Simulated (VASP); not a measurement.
# InP (rocksalt type) (Fm-3m) in VASP: notebook

Runs on InP (rocksalt type). Level: PBE. Tasks: relaxation of cell and atoms.

Program: VASP 6.6.1. These are calculated values, not measurements. Logs are shortened: lines on timing, memory, paths and dates and some standing lists are left out, and cuts for length are marked.

### 1 The cell of the first run

Symmetry: Fm-3m, No. 225, cubic system. Conventional cell: a = 5.142 Å, b = 5.142 Å, c = 5.142 Å, α = 90.00°, β = 90.00°, γ = 90.00°. Within 3.4 Å of In (site symmetry m-3m) lie 6 P at 2.57 Å. P (site symmetry m-3m) has 6 In at 2.57 Å within 3.4 Å.

### 2 Relaxation of cell and atoms, PBE

File INCAR:

```
PREC     = Accurate       # precision mode
ENCUT    = 600            # plane-wave cutoff, eV
EDIFF    = 1E-7           # SCF threshold, eV
ISMEAR   = -1             # smearing method
SIGMA    = 0.05           # smearing width, eV
LREAL    = F              # projectors in reciprocal space
LASPH    = T              # aspherical terms in the spheres
NELM     = 60             # most SCF steps
ALGO     = Normal         # electronic algorithm
ISIF     = 3              # what is computed and relaxed
LWAVE    = F              # write WAVECAR
LCHARG   = F              # write CHGCAR
GGA      = PE             # functional
IBRION   = 2              # ionic algorithm
NSW      = 60             # ionic steps
EDIFFG   = -0.005         # ionic threshold
```

File KPOINTS:

```
Automatic mesh
0
Gamma
  13 13 13
```

File POSCAR:

```
InP
1.0
    0.0000000000      2.5708039839      2.5708039839
    2.5708039839      0.0000000000      2.5708039839
    2.5708039839      2.5708039839      0.0000000000
In P
1 1
Direct
    0.0000000000      0.0000000000      0.0000000000
    0.5000000000      0.5000000000      0.5000000000
```

Potentials or basis: VASP PAW PBE potentials, release 64 (In_d, P).

Run with:

```
$ cat potpaw_PBE.64/In_d/POTCAR potpaw_PBE.64/P/POTCAR > POTCAR
$ mpirun -np 1 vasp_std > vasp.out
```

OUTCAR:

```text
PREC = Accurate
   ENCUT = 600
   EDIFF = 1E-7
   ISMEAR = -1
   LREAL = F
   LASPH = T
   NELM = 60
   ISIF = 3
   GGA = PE
   IBRION = 2
   NSW = 60
   EDIFFG = -0.005

 ion  position               nearest neighbor table
   1  0.000  0.000  0.000-   2 2.57   2 2.57   2 2.57   2 2.57   2 2.57   2 2.57
   2  0.500  0.500  0.500-   1 2.57   1 2.57   1 2.57   1 2.57   1 2.57   1 2.57

  LATTYP: Found a face centered cubic cell.
 ALAT       =     5.1416079678

  Lattice vectors:

 A1 = (   0.0000000000,   2.5708039839,   2.5708039839)
 A2 = (   2.5708039839,   0.0000000000,   2.5708039839)
 A3 = (   2.5708039839,   2.5708039839,   0.0000000000)

Analysis of symmetry for initial positions (statically):
=====================================================================
 Subroutine PRICEL returns:
 Original cell was already a primitive cell.

 Routine SETGRP: Setting up the symmetry group for a
 face centered cubic supercell.

 Subroutine GETGRP returns: Found 48 space group operations
 (whereof 48 operations were pure point group operations)
 out of a pool of 48 trial point group operations.

The static configuration has the point symmetry O_h .

Analysis of symmetry for dynamics (positions and initial velocities):
=====================================================================
 Subroutine PRICEL returns:
 Original cell was already a primitive cell.

 Routine SETGRP: Setting up the symmetry group for a
 face centered cubic supercell.

 Subroutine GETGRP returns: Found 48 space group operations
 (whereof 48 operations were pure point group operations)
 out of a pool of 48 trial point group operations.

The dynamic configuration has the point symmetry O_h .

 Subroutine INISYM returns: Found 48 space group operations
 (whereof 48 operations are pure point group operations),
 and found     1 'primitive' translations

----------------------------------------------------------------------------------------

                                     Primitive cell

  volume of cell :      33.9811

  direct lattice vectors                    reciprocal lattice vectors
     0.000000000  2.570803984  2.570803984    -0.194491686  0.194491686  0.194491686
     2.570803984  0.000000000  2.570803984     0.194491686 -0.194491686  0.194491686
     2.570803984  2.570803984  0.000000000     0.194491686  0.194491686 -0.194491686

  length of vectors
     3.635665860  3.635665860  3.635665860     0.336869481  0.336869481  0.336869481

  position of ions in fractional coordinates (direct lattice)
     0.000000000  0.000000000  0.000000000
     0.500000000  0.500000000  0.500000000

  ion indices of the primitive-cell ions
   primitive index   ion index
                 1           1
                 2           2

----------------------------------------------------------------------------------------

 KPOINTS: Automatic mesh

Automatic generation of k-mesh.
 Grid dimensions read from file:
 generate k-points for:   13   13   13

 Generating k-lattice:

  Cartesian coordinates                     Fractional coordinates (reciprocal lattice)
    -0.014960899  0.014960899  0.014960899     0.076923077  0.000000000  0.000000000
     0.014960899 -0.014960899  0.014960899     0.000000000  0.076923077  0.000000000
     0.014960899  0.014960899 -0.014960899     0.000000000  0.000000000  0.076923077

  Length of vectors
     0.025913037  0.025913037  0.025913037

  Shift w.r.t. Gamma in fractional coordinates (k-lattice)
     0.000000000  0.000000000  0.000000000

 Subroutine IBZKPT returns following result:
 ===========================================

 Found     84 irreducible k-points:

 Following reciprocal coordinates:
            Coordinates               Weight
  0.000000  0.000000  0.000000      1.000000
  0.076923  0.000000  0.000000      8.000000
  0.153846  0.000000  0.000000      8.000000
  0.230769  0.000000  0.000000      8.000000
  0.307692  0.000000  0.000000      8.000000
  0.384615  0.000000  0.000000      8.000000
[... 16 lines left out ...]
  0.384615  0.153846  0.000000     24.000000
  0.461538  0.153846  0.000000     24.000000
 [... further k-points ...]
   k-points           NKPTS =     84   k-points in BZ     NKDIM =     84   number of bands    NBANDS=     13
   number of dos      NEDOS =    301   number of ions     NIONS =      2
   total plane-waves  NPLWV =  27000
   dimension x,y,z NGX =    30 NGY =   30 NGZ =   30
   dimension x,y,z NGXF=    60 NGYF=   60 NGZF=   60
   ions per type =               1   1
   NGX,Y,Z   is equivalent  to a cutoff of  13.72, 13.72, 13.72 a.u.
   NGXF,Y,Z  is equivalent  to a cutoff of  27.44, 27.44, 27.44 a.u.
 SYSTEM =  unknown system
   PREC   = accura    normal or accurate (medium, high low for compatibility)
   ISTART =      0    job   : 0-new  1-cont  2-samecut
   ICHARG =      2    charge: 1-file 2-atom 10-const
   ISPIN  =      1    spin polarized calculation?
   LNONCOLLINEAR =      F non collinear calculations
   LSORBIT =      F    spin-orbit coupling
   LASPH  =      T    aspherical Exc in radial PAW
   ENCUT  =  600.0 eV  44.10 Ry    6.64 a.u.   7.26  7.26  7.26*2*pi/ulx,y,z
   NELM   =     60;   NELMIN=  2; NELMDL= -5     # of ELM steps
   EDIFF  = 0.1E-06   stopping-criterion for ELM
   LREAL  =      F    real-space projection
   EDIFFG = -.5E-02   stopping-criterion for IOM
   NSW    =     60    number of steps for IOM
   IBRION =      2    ionic relax: 0-MD 1-quasi-New 2-CG
   NFREE  =      1    steps in history (QN), initial steepest desc. (CG)
   ISIF   =      3    stress and relaxation
   ISYM   =      2    0-nonsym 1-usesym 2-fastsym
   POTIM  = 0.5000    time-step for ionic-motion
   TEBEG  =    0.0;   TEEND  =   0.0 temperature during run
   PSTRESS=    0.0 pullay stress
   NELECT =      18.0000    total number of electrons
   NUPDOWN=      -1.0000    fix difference up-down
   EMIN   =  10.00;   EMAX   =-10.00  energy-range for DOS
   EFERMI =   0.00;   METHOD = LEGACY
   ISMEAR =    -1;   SIGMA  =   0.05  broadening in eV -4-tet -1-fermi 0-gaus
   EFERMI_NEDOS =   21; number of points for ismear=-14 and -15
   IALGO  =     38    algorithm
   IMIX   =      4    mixing-type and parameters
     AMIX     =   0.40;   BMIX     =  1.00
     AMIX_MAG =   1.60;   BMIX_MAG =  1.00
  volume/ion in A,a.u.               =      16.99       114.66
  Fermi-wavevector in a.u.,A,eV,Ry     =   1.324606  2.503142 23.872523  1.754581
  Thomas-Fermi vector in A             =   2.454128
   LORBIT       =      0    0 simple, 1 ext, 2 COOP (PROOUT), +10 PAW based schemes
   GGA     = PE    functional components
   LHFCALC =     F    Hartree Fock is set to
   AEXX    =    0.0000 exact exchange contribution
   IVDW    =     0    specifies the selected vdW correction
   LEPSILON=     F    determine dielectric tensor
   LRPA    =     F    only Hartree local field effects (RPA)
 conjugate gradient relaxation of ions
 non-spin polarized calculation
  energy-cutoff  :      600.00
  volume of cell :       33.98
 maximum number of plane-waves:      1154
 NGX is ok and might be reduce to    30
   NGX = 15   NGY = 15   NGZ = 15

--------------------------------------- Ionic step        1  -------------------------------------------

 number of electron      17.9999996 magnetization

 Free energy of the ion-electron system (eV)
  ---------------------------------------------------
  ext. energy  EPLUGINS =         0.00000000
  ---------------------------------------------------
  free energy    TOTEN  =        -7.31723081 eV

  energy without entropy =       -7.31185918  energy(sigma->0) =       -7.31454500

 E-fermi :  10.1408     XC(G=0): -11.4626

 val. band max:       10.1268203740   @ k =  -0.1538   0.0769   0.0000
 cond. band min:      10.1631332736   @ k =  -0.3846   0.4615   0.0769
 fundamental gap:      0.0363128995
 Fermi energy:        10.1408262026

 k-point     1 :       0.0000    0.0000    0.0000
  band No.  band energies     occupation
      1      -4.5328      2.00000
      2      -4.5328      2.00000
      3      -4.4962      2.00000
      4      -4.4962      2.00000
      5      -4.4962      2.00000
      6      -3.8067      2.00000
      7       9.6166      1.99994
      8       9.6166      1.99994
      9       9.6166      1.99994
     10      12.6861      0.00000
     11      17.2254      0.00000
     12      17.2254      0.00000
     13      17.2254      0.00000
[... 855 lines left out ...]
 POSITION                                       TOTAL-FORCE (eV/Angst)
 -----------------------------------------------------------------------------------
      0.00000      0.00000      0.00000         0.000000      0.000000     -0.000000
      2.77113      2.77113      2.77113         0.000000      0.000000      0.000000
 -----------------------------------------------------------------------------------
    total drift:                               -0.000000      0.000000      0.000000

  FREE ENERGIE OF THE ION-ELECTRON SYSTEM (eV)
  ---------------------------------------------------
  free  energy   TOTEN  =        -7.9182225784 eV

  energy  without entropy=       -7.9091282831  energy(sigma->0) =       -7.91367543

[... ionic steps 4 to 15 ...]

--------------------------------------- Ionic step       16  -------------------------------------------

 number of electron      18.0000009 magnetization

------------------------ aborting loop because EDIFF is reached ----------------------------------------

  FORCE on cell =-STRESS in cart. coord.  units (eV):
  Direction    XX          YY          ZZ          XY          YZ          ZX
  --------------------------------------------------------------------------------------
  -------------------------------------------------------------------------------------
  Total        0.0343965      0.0343965      0.0343965     -0.0000000      0.0000000      0.0000000
  in kB        1.2997183      1.2997183      1.2997183     -0.0000000      0.0000000      0.0000000
  external PRESSURE =       1.2997183 kB  Pullay stress =       0.0000000 kB

 VOLUME and BASIS-vectors are now :
 -----------------------------------------------------------------------------
  energy-cutoff  :      600.00
  volume of cell :       42.40
      direct lattice vectors                 reciprocal lattice vectors
    -0.000000000  2.767674958  2.767674958    -0.180657052  0.180657052  0.180657052
     2.767674958  0.000000000  2.767674958     0.180657052 -0.180657052  0.180657052
     2.767674958  2.767674958 -0.000000000     0.180657052  0.180657052 -0.180657052
[... 37 lines left out ...]
 POSITION                                       TOTAL-FORCE (eV/Angst)
 -----------------------------------------------------------------------------------
      2.76814      2.76814     -0.00000         0.000000      0.000000     -0.000000
      2.76814      2.76814      2.76814        -0.000000     -0.000000      0.000000
 -----------------------------------------------------------------------------------
    total drift:                                0.000000      0.000000      0.000000

  FREE ENERGIE OF THE ION-ELECTRON SYSTEM (eV)
  ---------------------------------------------------
  free  energy   TOTEN  =        -7.9182468191 eV

  energy  without entropy=       -7.9092012359  energy(sigma->0) =       -7.91372403

--------------------------------------- Ionic step       18  -------------------------------------------

 number of electron      18.0000009 magnetization

 Free energy of the ion-electron system (eV)
  ---------------------------------------------------
  ext. energy  EPLUGINS =         0.00000000
  ---------------------------------------------------
  free energy    TOTEN  =        -7.91826124 eV

  energy without entropy =       -7.90920055  energy(sigma->0) =       -7.91373090

 E-fermi :   7.0225     XC(G=0): -10.3953

 val. band max:        7.0170219194   @ k =  -0.4615   0.0769   0.0000
 cond. band min:       7.0266264682   @ k =  -0.3846   0.3846   0.0000
 fundamental gap:      0.0096045488
 Fermi energy:         7.0224931875

 k-point     1 :       0.0000    0.0000    0.0000
  band No.  band energies     occupation
      1      -7.1847      2.00000
      2      -7.1847      2.00000
      3      -7.1649      2.00000
      4      -7.1649      2.00000
      5      -7.1649      2.00000
      6      -4.9733      2.00000
      7       6.7552      1.99051
      8       6.7552      1.99051
      9       6.7552      1.99051
     10       7.5583      0.00004
     11      14.1364      0.00000
     12      14.1364      0.00000
     13      14.1364      0.00000
[... 390 lines left out ...]
 POSITION                                       TOTAL-FORCE (eV/Angst)
 -----------------------------------------------------------------------------------
      0.00000      0.00000      0.00000         0.000000      0.000000      0.000000
      2.76906      2.76906      2.76906         0.000000      0.000000     -0.000000
 -----------------------------------------------------------------------------------
    total drift:                               -0.000000      0.000000      0.000000

  FREE ENERGIE OF THE ION-ELECTRON SYSTEM (eV)
  ---------------------------------------------------
  free  energy   TOTEN  =        -7.9182612392 eV

  energy  without entropy=       -7.9092005513  energy(sigma->0) =       -7.91373090

 reached required accuracy - stopping structural energy minimisation
```

Wall time 4.4 min (1 thread of Intel Xeon 6975P-C (Granite Rapids), shared host); peak memory 0.2 GiB.

What came out:

* Free energy: -7.9183 eV
* Relaxed volume: 21.23 Å³/atom
* Relaxed cell: a = 3.916 Å, b = 3.916 Å, c = 3.916 Å, α = 60.00°, β = 60.00°, γ = 60.00°
* Space group after relaxing (to 0.05 Å): Fm-3m (No. 225)
* Energy gained by relaxing: 300.5 meV/atom
* Ionic steps: 18
* Pressure after relaxing: 0.0 GPa
* Band gap on the k mesh: zero (band 9 reaches 7.33 eV, above the bottom of band 10 at 4.73 eV)

Step by step:
```csv
step,energy change (eV),largest force (eV/Å),pressure (GPa),volume (Å³)
1,0.0000,0.0000,28.05,33.98
2,-0.3390,0.0000,-8.42,50.81
3,-0.6010,0.0000,-0.14,42.56
4,-0.6010,0.0000,0.18,42.38
5,-0.6010,0.0000,0.18,42.38
6,-0.6010,0.0000,0.17,42.38
7,-0.6010,0.0000,0.17,42.38
8,-0.6010,0.0000,0.17,42.38
9,-0.6010,0.0000,0.17,42.38
10,-0.6010,0.0000,0.17,42.38
11,-0.6010,0.0000,0.17,42.38
12,-0.6010,0.0000,0.17,42.38
13,-0.6010,0.0000,0.18,42.38
14,-0.6010,0.0000,0.16,42.38
15,-0.6010,0.0000,0.15,42.39
16,-0.6010,0.0000,0.13,42.40
17,-0.6010,0.0000,0.10,42.42
18,-0.6010,0.0000,0.02,42.46
```

Final structure:
```cif
data_structure
_symmetry_space_group_name_H-M 'P 1'
_symmetry_Int_Tables_number 1
_cell_length_a 3.9160
_cell_length_b 3.9160
_cell_length_c 3.9160
_cell_angle_alpha 60.000
_cell_angle_beta 60.000
_cell_angle_gamma 60.000
_cell_volume 42.46
loop_
_atom_site_label
_atom_site_type_symbol
_atom_site_fract_x
_atom_site_fract_y
_atom_site_fract_z
_atom_site_occupancy
In1 In 0.00000 0.00000 0.00000 1
P1 P 0.50000 0.50000 0.50000 1
```

Levels at points of the mesh, in eV from the Fermi level:
| k point | band 6 | band 7 | band 8 | band 9 | band 10 | band 11 | band 12 | band 13 |
| --- | --- | --- | --- | --- | --- | --- | --- | --- |
| (0.00, 0.00, 0.00) | -12.00 | -0.27 | -0.27 | -0.27 | 0.54 | 7.11 | 7.11 | 7.11 |

Caveat: the volume moved by over 15 % at a fixed basis, so the end points are rough; spin-orbit coupling is left out, which moves the levels of the heavy elements.

### 3 Relaxation of cell and atoms, PBE, target pressure 16 GPa, at which the enthalpy is minimised

This run uses another cell than the first one, of 18.27 Å³/atom, 1.075 times its volume.

File INCAR:

```
SYSTEM = InP
PREC = Accurate
ENCUT = 600
EDIFF = 1E-6
ISMEAR = -1
SIGMA = 0.05
LREAL = .FALSE.
LASPH = .TRUE.
NELM = 100
ALGO = Normal
ISIF = 3
LWAVE = .FALSE.
LCHARG = .FALSE.
GGA = PE
IBRION = 2
NSW = 32
EDIFFG = -0.005
PSTRESS = 160.0
```

File KPOINTS:

```
Automatic mesh
0
G
  14 14 14
  0 0 0
```

File POSCAR:

```
InP
1.0
    0.0000000000      2.6338317032      2.6338317032
    2.6338317032      0.0000000000      2.6338317032
    2.6338317032      2.6338317032      0.0000000000
In P
1 1
Direct
    0.0000000000      0.0000000000      0.0000000000
    0.5000000000      0.5000000000      0.5000000000
```

Potentials or basis: VASP PAW PBE potentials, release 64 (In_d, P).

Run with:

```
$ cat potpaw_PBE.64/In_d/POTCAR potpaw_PBE.64/P/POTCAR > POTCAR
$ mpirun -np 1 vasp_std > vasp.out
```

Wall time 52 s (1 thread of Intel Xeon 6975P-C (Granite Rapids), shared host); peak memory 0.21 GiB.

The run converged. Its results:

```
Free energy             : -7.6609 eV
Pressure after relaxing : 16.0 GPa
Band gap on the k mesh  : zero (band 9 reaches 9.38 eV, above the bottom of band 10 at 6.70 eV)
```

Final structure:
```yaml
crystal:
  lattice:
    - [0.00000, 2.63383, 2.63383]
    - [2.63383, 0.00000, 2.63383]
    - [2.63383, 2.63383, 0.00000]
  atoms:
    - { symbol: In, position: [0.00000, 0.00000, 0.00000] }
    - { symbol: P, position: [0.50000, 0.50000, 0.50000] }
```

Levels at points of the mesh, in eV from the Fermi level:
```csv
k point,band 5,band 6,band 7,band 8,band 9,band 10,band 11,band 12,band 13
"(0.00, 0.00, 0.00)",-14.41,-13.22,-0.40,-0.40,-0.40,1.87,7.14,7.14,7.14
"(0.50, 0.00, 0.00)",-14.27,-10.62,-7.47,0.22,0.22,2.57,3.37,3.37,6.45
"(0.50, 0.50, 0.00)",-14.22,-8.97,-5.94,-2.85,-2.85,-2.31,3.54,11.23,11.23
```

Caveat: the relaxation stopped at its first step, so nothing moved; the cell is relaxed towards a set pressure, so the enthalpy falls and the energy may rise; spin-orbit coupling is left out, which moves the levels of the heavy elements.
